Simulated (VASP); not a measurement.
# MgTe: G0W0 quasiparticle levels with LDA

Crystal: MgTe.

```
CELL_PARAMETERS angstrom
0.00000 3.23311 3.23311
3.23311 0.00000 3.23311
3.23311 3.23311 0.00000
ATOMIC_POSITIONS crystal
Mg 0.00000 0.00000 0.00000
Te 0.25000 0.25000 0.25000
```

- Program: VASP 6.6.1
- Task: G0W0 quasiparticle levels
- Functional: LDA
- Potentials or basis: VASP PAW LDA potentials, release 64 (Mg_GW, Te_GW)
- Cutoff: 500 eV
- k mesh: 2 × 2 × 2
- Occupations: gaussian, width 0.01 eV
- Spin: no spin polarisation
- Dipole correction: no
- GW scheme: G0W0
- GW iterations: 1
- Cutoff of the response function: 60
- Frequency points: 48
- Empty bands: 30
- Further INCAR settings: ALGO = EVGW0; EDIFF = 1e-08; NBANDS = 34

- Band gap on the k mesh, mean-field level: 2.05 eV, direct
- Quasiparticle gap: 3.01 eV
- Least direct quasiparticle gap: 3.06 eV

Levels at points of the mesh, in eV from the valence-band top:
```tsv
k point	band 1	band 2	band 3	band 4	band 5	band 6	band 7	band 8
(0.00, 0.00, 0.00)	-10.20	0.00	0.00	0.00	2.05	5.18	5.18	5.18
(0.50, 0.00, 0.00)	-9.58	-3.37	-0.44	-0.44	2.88	5.25	5.25	6.98
(0.50, 0.50, 0.00)	-9.37	-3.19	-1.24	-1.24	2.50	3.22	9.29	9.29
```

It took 48 s on 1 thread of Intel(R) Xeon(R) 6975P-C (Granite Rapids), on a shared host, peak memory 0.47 GiB.

Caveat: the k points lie up to 0.84 Å⁻¹ apart; bands, screening cutoff and mesh are small and nothing is extrapolated, so the quasiparticle values aren't converged; spin-orbit coupling is left out, which moves the levels of the heavy elements. A k mesh can miss the band edges.
